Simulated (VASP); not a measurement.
**C: single point with PBEsol**

C:

```
C
1.0
     2.46125    0.00000    0.00000
    -1.23062    2.13150    0.00000
     0.00000    0.00000    4.16530
C
4
Direct
  0.33333 0.66667 0.00006
  0.66667 0.33333 0.50006
  0.33333 0.66667 0.37394
  0.66667 0.33333 0.87394
```

This cell differs from its parent crystal: strained cell.

| Property | Result |
| --- | --- |
| Program | VASP 6.6.1 |
| Task | single point |
| Functional | PBEsol |
| Potentials or basis | VASP PAW PBE potentials, release 64 (C) |
| Cutoff | 520 eV |
| k mesh | 9 × 9 × 6 |
| Occupations | gaussian, width 0.02 eV |
| Spin | no spin polarisation |

```yaml
Pressure: 15.1 GPa
Largest_force: 0.012 eV/Å
Band_gap_on_the_k_mesh: 2.87 eV, indirect (least direct gap 4.93 eV)
```

Forces on the atoms (eV/Å):
```
C    0.000  0.000  0.012
C    0.000  0.000  0.012
C    0.000  0.000 -0.012
C    0.000  0.000 -0.012
```

Stress tensor (GPa, compression positive):
```
22.60  0.00  0.00
 0.00 22.60  0.00
 0.00  0.00  0.23
```

Levels at points of the mesh, in eV from the valence-band top:
| k point | band 5 | band 6 | band 7 | band 8 | band 9 | band 10 | band 11 | band 12 |
| --- | --- | --- | --- | --- | --- | --- | --- | --- |
| (0.00, 0.00, 0.00) | -3.05 | -0.60 | 0.00 | 0.00 | 4.93 | 5.15 | 5.15 | 9.00 |
| (0.00, 0.00, 0.50) | -1.82 | -1.82 | -1.82 | -1.82 | 7.42 | 7.42 | 7.42 | 7.42 |

It took 6.7 s on 1 thread of Intel(R) Xeon(R) 6975P-C (Granite Rapids) (shared host), peak memory 0.13 GiB.

Caveat: the cell differs from its parent crystal (strained cell); the PAW data sets were made with another functional, which shifts forces and pressure a little. A k mesh can miss the band edges.
